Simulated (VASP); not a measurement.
# ZrC in VASP: notebook

The runs below take ZrC through single point, with PBE.

All numbers are computed with VASP 6.6.1; they aren't measurements. Logs are shortened: lines on timing, memory, paths and dates and some standing lists are left out, and cuts for length are marked.

**1. The cell of the first run**

Symmetry: Fm-3m, No. 225, cubic system. Conventional cell: a = 4.559 Å, b = 4.559 Å, c = 4.559 Å, α = 90.00°, β = 90.00°, γ = 90.00°. Within 3.0 Å of Zr (site symmetry m-3m) lie 6 C at 2.28 Å. C (site symmetry m-3m) has 6 Zr at 2.28 Å within 3.0 Å.

**2. Single point, PBE (strain -0.030 along x and y, -0.030 along z)**

The input, INCAR:

```
SYSTEM = ZrC
PREC = Accurate ; ENCUT = 520
EDIFF = 1E-6 ; ISMEAR = 0
SIGMA = 0.15 ; LREAL = .FALSE.
LASPH = .TRUE. ; NELM = 60
ALGO = Normal ; ISIF = 2
LWAVE = .FALSE. ; LCHARG = .TRUE.
GGA = PE ; LELF = .TRUE.
LVHAR = .TRUE. ; NBANDS = 15
```

The input, KPOINTS:

```
Automatic mesh
0
G
  18 18 18
  0 0 0
```

The input, POSCAR:

```
ZrC
1.0
    0.0000000000      2.2797037000      2.2797037000
    2.2797037000      0.0000000000      2.2797037000
    2.2797037000      2.2797037000      0.0000000000
Zr C
1 1
Direct
    0.5000000000      0.5000000000      0.5000000000
    0.0000000000      0.0000000000      0.0000000000
```

Potentials or basis: VASP PAW PBE potentials, release 64 (Zr_sv, C).

Command:

```sh
$ cat potpaw_PBE.64/Zr_sv/POTCAR potpaw_PBE.64/C/POTCAR > POTCAR
$ mpirun -np 1 vasp_std > vasp.out
```

OUTCAR:

```text
SYSTEM = ZrC
   PREC = Accurate
   ENCUT = 520
   EDIFF = 1E-6
   ISMEAR = 0
   LREAL = .FALSE.
   LASPH = .TRUE.
   NELM = 60
   ISIF = 2
   GGA = PE

 ion  position               nearest neighbor table
   1  0.500  0.500  0.500-   2 2.28   2 2.28   2 2.28   2 2.28   2 2.28   2 2.28
   2  0.000  0.000  0.000-   1 2.28   1 2.28   1 2.28   1 2.28   1 2.28   1 2.28

  LATTYP: Found a face centered cubic cell.
 ALAT       =     4.5594074000

  Lattice vectors:

 A1 = (   0.0000000000,   2.2797037000,   2.2797037000)
 A2 = (   2.2797037000,   0.0000000000,   2.2797037000)
 A3 = (   2.2797037000,   2.2797037000,   0.0000000000)

Analysis of symmetry for initial positions (statically):
=====================================================================
 Subroutine PRICEL returns:
 Original cell was already a primitive cell.

 Routine SETGRP: Setting up the symmetry group for a
 face centered cubic supercell.

 Subroutine GETGRP returns: Found 48 space group operations
 (whereof 48 operations were pure point group operations)
 out of a pool of 48 trial point group operations.

The static configuration has the point symmetry O_h .

Analysis of symmetry for dynamics (positions and initial velocities):
=====================================================================
 Subroutine PRICEL returns:
 Original cell was already a primitive cell.

 Routine SETGRP: Setting up the symmetry group for a
 face centered cubic supercell.

 Subroutine GETGRP returns: Found 48 space group operations
 (whereof 48 operations were pure point group operations)
 out of a pool of 48 trial point group operations.

The dynamic configuration has the point symmetry O_h .

 Subroutine INISYM returns: Found 48 space group operations
 (whereof 48 operations are pure point group operations),
 and found     1 'primitive' translations

----------------------------------------------------------------------------------------

                                     Primitive cell

  volume of cell :      23.6955

  direct lattice vectors                    reciprocal lattice vectors
     0.000000000  2.279703700  2.279703700    -0.219326748  0.219326748  0.219326748
     2.279703700  0.000000000  2.279703700     0.219326748 -0.219326748  0.219326748
     2.279703700  2.279703700  0.000000000     0.219326748  0.219326748 -0.219326748

  length of vectors
     3.223987891  3.223987891  3.223987891     0.379885072  0.379885072  0.379885072

  position of ions in fractional coordinates (direct lattice)
     0.500000000  0.500000000  0.500000000
     0.000000000  0.000000000  0.000000000

  ion indices of the primitive-cell ions
   primitive index   ion index
                 1           1
                 2           2

----------------------------------------------------------------------------------------

 KPOINTS: Automatic mesh

Automatic generation of k-mesh.
 Grid dimensions read from file:
 generate k-points for:   18   18   18

 Generating k-lattice:

  Cartesian coordinates                     Fractional coordinates (reciprocal lattice)
    -0.012184819  0.012184819  0.012184819     0.055555556  0.000000000  0.000000000
     0.012184819 -0.012184819  0.012184819     0.000000000  0.055555556  0.000000000
     0.012184819  0.012184819 -0.012184819     0.000000000  0.000000000  0.055555556

  Length of vectors
     0.021104726  0.021104726  0.021104726

  Shift w.r.t. Gamma in fractional coordinates (k-lattice)
     0.000000000  0.000000000  0.000000000

 Subroutine IBZKPT returns following result:
 ===========================================

 Found    195 irreducible k-points:

 Following reciprocal coordinates:
            Coordinates               Weight
  0.000000  0.000000  0.000000      1.000000
  0.055556  0.000000  0.000000      8.000000
  0.111111  0.000000  0.000000      8.000000
  0.166667  0.000000  0.000000      8.000000
  0.222222  0.000000  0.000000      8.000000
  0.277778  0.000000  0.000000      8.000000
[... 16 lines left out ...]
 -0.277778  0.055556  0.000000     24.000000
 -0.222222  0.055556  0.000000     24.000000
 [... further k-points ...]
   k-points           NKPTS =    195   k-points in BZ     NKDIM =    195   number of bands    NBANDS=     15
   number of dos      NEDOS =    301   number of ions     NIONS =      2
   total plane-waves  NPLWV =  13824
   dimension x,y,z NGX =    24 NGY =   24 NGZ =   24
   dimension x,y,z NGXF=    48 NGYF=   48 NGZF=   48
   ions per type =               1   1
   NGX,Y,Z   is equivalent  to a cutoff of  12.38, 12.38, 12.38 a.u.
   NGXF,Y,Z  is equivalent  to a cutoff of  24.75, 24.75, 24.75 a.u.
 SYSTEM =  ZrC
   PREC   = accura    normal or accurate (medium, high low for compatibility)
   ISTART =      0    job   : 0-new  1-cont  2-samecut
   ICHARG =      2    charge: 1-file 2-atom 10-const
   ISPIN  =      1    spin polarized calculation?
   LNONCOLLINEAR =      F non collinear calculations
   LSORBIT =      F    spin-orbit coupling
   LASPH  =      T    aspherical Exc in radial PAW
   ENCUT  =  520.0 eV  38.22 Ry    6.18 a.u.   5.99  5.99  5.99*2*pi/ulx,y,z
   NELM   =     60;   NELMIN=  2; NELMDL= -5     # of ELM steps
   EDIFF  = 0.1E-05   stopping-criterion for ELM
   LREAL  =      F    real-space projection
   EDIFFG = 0.1E-04   stopping-criterion for IOM
   NSW    =      0    number of steps for IOM
   IBRION =     -1    ionic relax: 0-MD 1-quasi-New 2-CG
   NFREE  =      0    steps in history (QN), initial steepest desc. (CG)
   ISIF   =      2    stress and relaxation
   ISYM   =      2    0-nonsym 1-usesym 2-fastsym
   POTIM  = 0.5000    time-step for ionic-motion
   TEBEG  =    0.0;   TEEND  =   0.0 temperature during run
   PSTRESS=    0.0 pullay stress
   NELECT =      16.0000    total number of electrons
   NUPDOWN=      -1.0000    fix difference up-down
   EMIN   =  10.00;   EMAX   =-10.00  energy-range for DOS
   EFERMI =   0.00;   METHOD = LEGACY
   ISMEAR =     0;   SIGMA  =   0.15  broadening in eV -4-tet -1-fermi 0-gaus
   EFERMI_NEDOS =   21; number of points for ismear=-14 and -15
   IALGO  =     38    algorithm
   IMIX   =      4    mixing-type and parameters
     AMIX     =   0.40;   BMIX     =  1.00
     AMIX_MAG =   1.60;   BMIX_MAG =  1.00
  volume/ion in A,a.u.               =      11.85        79.95
  Fermi-wavevector in a.u.,A,eV,Ry     =   1.436238  2.714096 28.065821  2.062780
  Thomas-Fermi vector in A             =   2.555448
   LORBIT       =      0    0 simple, 1 ext, 2 COOP (PROOUT), +10 PAW based schemes
   GGA     = PE    functional components
   LHFCALC =     F    Hartree Fock is set to
   AEXX    =    0.0000 exact exchange contribution
   IVDW    =     0    specifies the selected vdW correction
   LEPSILON=     F    determine dielectric tensor
   LRPA    =     F    only Hartree local field effects (RPA)
 non-spin polarized calculation
 Gauss-broadening in eV      SIGMA  =   0.15
  energy-cutoff  :      520.00
  volume of cell :       23.70
 maximum number of plane-waves:       650
   NGX = 11   NGY = 11   NGZ = 11

 number of electron      15.9999999 magnetization

 Free energy of the ion-electron system (eV)
  ---------------------------------------------------
  ext. energy  EPLUGINS =         0.00000000
  ---------------------------------------------------
  free energy    TOTEN  =       -19.27692692 eV

  energy without entropy =      -19.27351941  energy(sigma->0) =      -19.27522316

 E-fermi :  10.7188     XC(G=0): -12.5919

 val. band max:       10.7046237898   @ k =   0.1111   0.0556   0.0000
 cond. band min:      10.7279586628   @ k =   0.1667   0.1667   0.0000
 fundamental gap:      0.0233348730
 Fermi energy:        10.7188402424

 k-point     1 :       0.0000    0.0000    0.0000
  band No.  band energies     occupation
      1     -37.0608      2.00000
      2     -14.6953      2.00000
      3     -14.6953      2.00000
      4     -14.6953      2.00000
      5      -0.9127      2.00000
      6      11.6570      0.00000
      7      11.6570      0.00000
      8      11.6570      0.00000
      9      11.8184      0.00000
     10      11.8184      0.00000
     11      11.8184      0.00000
     12      13.7807      0.00000
     13      13.7807      0.00000
     14      19.0920      0.00000
     15      21.3320      0.00000

 k-point     2 :       0.0556    0.0000    0.0000
  band No.  band energies     occupation
      1     -37.0562      2.00000
      2     -14.7349      2.00000
      3     -14.6986      2.00000
      4     -14.6986      2.00000
      5      -0.8299      2.00000
      6      10.9675      0.01907
      7      11.1588      0.00003
      8      11.1588      0.00003
      9      12.0262      0.00000
     10      12.0262      0.00000
     11      12.3453      0.00000
     12      14.2350      0.00000
     13      14.2350      0.00000
     14      19.2415      0.00000
     15      21.5536      0.00000

 k-point     3 :       0.1111    0.0000    0.0000
  band No.  band energies     occupation
      1     -37.0431      2.00000
      2     -14.8472      2.00000
      3     -14.7077      2.00000
      4     -14.7077      2.00000
      5      -0.5893      2.00000
      6      10.0919      2.00000
      7      10.4125      1.99613
      8      10.4125      1.99613
      9      12.2931      0.00000
     10      12.2931      0.00000
     11      12.7877      0.00000
     12      15.1999      0.00000
     13      15.1999      0.00000
     14      19.6433      0.00000
     15      22.1792      0.00000

 k-point     4 :       0.1667    0.0000    0.0000
  band No.  band energies     occupation
      1     -37.0229      2.00000
      2     -15.0148      2.00000
      3     -14.7216      2.00000
      4     -14.7216      2.00000
      5      -0.2128      2.00000
      6       9.1667      2.00000
      7       9.6758      2.00000
      8       9.6758      2.00000
      9      12.6759      0.00000
     10      12.6759      0.00000
     11      13.1404      0.00000
     12      16.3407      0.00000
     13      16.3407      0.00000
     14      20.1713      0.00000
     15      23.0896      0.00000
[... 307 lines left out ...]
 k-point    22 :      -0.3333    0.0556    0.0000
  band No.  band energies     occupation
      1     -36.9360      2.00000
      2     -15.6501      2.00000
      3     -14.8198      2.00000
      4     -14.7672      2.00000
      5       1.5935      2.00000
      6       6.2722      2.00000
      7       7.8142      2.00000
      8       8.0740      2.00000
      9      14.3355      0.00000
     10      14.3789      0.00000
     11      15.3805      0.00000
     12      19.4528      0.00000
     13      20.1984      0.00000
     14      20.8308      0.00000
     15      25.9425      0.00000

 k-point    23 :      -0.2778    0.0556    0.0000
  band No.  band energies     occupation
      1     -36.9598      2.00000
      2     -15.4796      2.00000
      3     -14.8058      2.00000
      4     -14.7476      2.00000
      5       1.0350      2.00000
      6       7.0183      2.00000
      7       8.1639      2.00000
      8       8.4918      2.00000
      9      13.6730      0.00000
     10      13.8451      0.00000
     11      14.7503      0.00000
     12      18.4116      0.00000
     13      19.7931      0.00000
     14      20.7379      0.00000
     15      25.2831      0.00000

 k-point    24 :      -0.2222    0.0556    0.0000
  band No.  band energies     occupation
      1     -36.9860      2.00000
      2     -15.2846      2.00000
      3     -14.7870      2.00000
      4     -14.7286      2.00000
      5       0.4873      2.00000
      6       7.8414      2.00000
      7       8.6340      2.00000
      8       9.0044      2.00000
      9      13.0658      0.00000
     10      13.4253      0.00000
     11      14.1316      0.00000
     12      17.2484      0.00000
     13      18.6271      0.00000
     14      20.8277      0.00000
     15      24.5049      0.00000

 [... further k-points ...]

------------------------ aborting loop because EDIFF is reached ----------------------------------------

  FORCE on cell =-STRESS in cart. coord.  units (eV):
  Direction    XX          YY          ZZ          XY          YZ          ZX
  --------------------------------------------------------------------------------------
  -------------------------------------------------------------------------------------
  Total        3.9066761      3.9066761      3.9066761      0.0000000      0.0000000     -0.0000000
  in kB      264.1513149    264.1513149    264.1513149      0.0000000      0.0000000     -0.0000000
  external PRESSURE =     264.1513149 kB  Pullay stress =       0.0000000 kB

 VOLUME and BASIS-vectors are now :
 -----------------------------------------------------------------------------
  energy-cutoff  :      520.00
  volume of cell :       23.70
      direct lattice vectors                 reciprocal lattice vectors
     0.000000000  2.279703700  2.279703700    -0.219326748  0.219326748  0.219326748
     2.279703700  0.000000000  2.279703700     0.219326748 -0.219326748  0.219326748
     2.279703700  2.279703700  0.000000000     0.219326748  0.219326748 -0.219326748

 POSITION                                       TOTAL-FORCE (eV/Angst)
 -----------------------------------------------------------------------------------
      2.27970      2.27970      2.27970         0.000000      0.000000      0.000000
      0.00000      0.00000      0.00000        -0.000000     -0.000000     -0.000000
 -----------------------------------------------------------------------------------
    total drift:                                0.000000     -0.000000      0.000000

  FREE ENERGIE OF THE ION-ELECTRON SYSTEM (eV)
  ---------------------------------------------------
  free  energy   TOTEN  =       -19.2769269198 eV

  energy  without entropy=      -19.2735194060  energy(sigma->0) =      -19.27522316
```

Wall time 41 s (1 thread of Intel Xeon Platinum 8259CL at 2.50GHz (Skylake/Cascade Lake), shared host); peak memory 0.19 GiB.

What came out:

```yaml
Free_energy: -19.2769 eV
Pressure: 26.4 GPa
Band_gap_on_the_k_mesh: zero (bands 8 and 9 overlap by 1.34 eV)
```

Caveat: the cell differs from its parent crystal (strain -0.030 along x and y, -0.030 along z); the cell stands under pressure.

**3. Single point, PBE (strain -0.015 along x and y, -0.015 along z)**

The input, INCAR:

```
SYSTEM = ZrC
PREC = Accurate ; ENCUT = 520
EDIFF = 1E-6 ; ISMEAR = 0
SIGMA = 0.15 ; LREAL = .False.
LASPH = .True. ; NELM = 100
ALGO = Normal ; ISIF = 2
LWAVE = .False. ; LCHARG = .True.
GGA = PE ; LELF = .True.
LVHAR = .True. ; NBANDS = 15
```

The input, KPOINTS:

```
Automatic mesh
0
Gamma
  18 18 18
  0 0 0
```

The input, POSCAR:

```
ZrC
1.0
    0.0000000000      2.3149568500      2.3149568500
    2.3149568500      0.0000000000      2.3149568500
    2.3149568500      2.3149568500      0.0000000000
Zr C
1 1
Direct
    0.5000000000      0.5000000000      0.5000000000
    0.0000000000      0.0000000000      0.0000000000
```

Potentials or basis: VASP PAW PBE potentials, release 64 (Zr_sv, C).

Command:

```sh
$ cat potpaw_PBE.64/Zr_sv/POTCAR potpaw_PBE.64/C/POTCAR > POTCAR
$ mpirun -np 1 vasp_std > vasp.out
```

It took 52 s on 1 thread of Intel Xeon Platinum 8259CL at 2.50GHz (Skylake/Cascade Lake), shared host; peak memory 0.19 GiB.

It converged, with:

- Free energy: -19.4124 eV
- Pressure: 12.8 GPa
- Band gap on the k mesh: zero (bands 8 and 9 overlap by 1.32 eV)

Levels at points of the mesh, in eV from the Fermi level:
| k point | band 5 | band 6 | band 7 | band 8 | band 9 | band 10 | band 11 | band 12 |
| --- | --- | --- | --- | --- | --- | --- | --- | --- |
| (0.00, 0.00, 0.00) | -11.48 | 0.93 | 0.93 | 0.93 | 1.10 | 1.10 | 1.10 | 2.93 |
| (0.50, 0.00, 0.00) | -8.17 | -5.49 | -3.10 | -3.10 | 4.73 | 4.73 | 5.61 | 6.72 |
| (0.50, 0.50, 0.00) | -10.35 | -1.99 | -1.92 | 0.10 | 0.10 | 4.68 | 5.99 | 5.99 |

Caveat: the cell differs from its parent crystal (strain -0.015 along x and y, -0.015 along z); the cell stands under pressure.

[end of part 1 of 2]
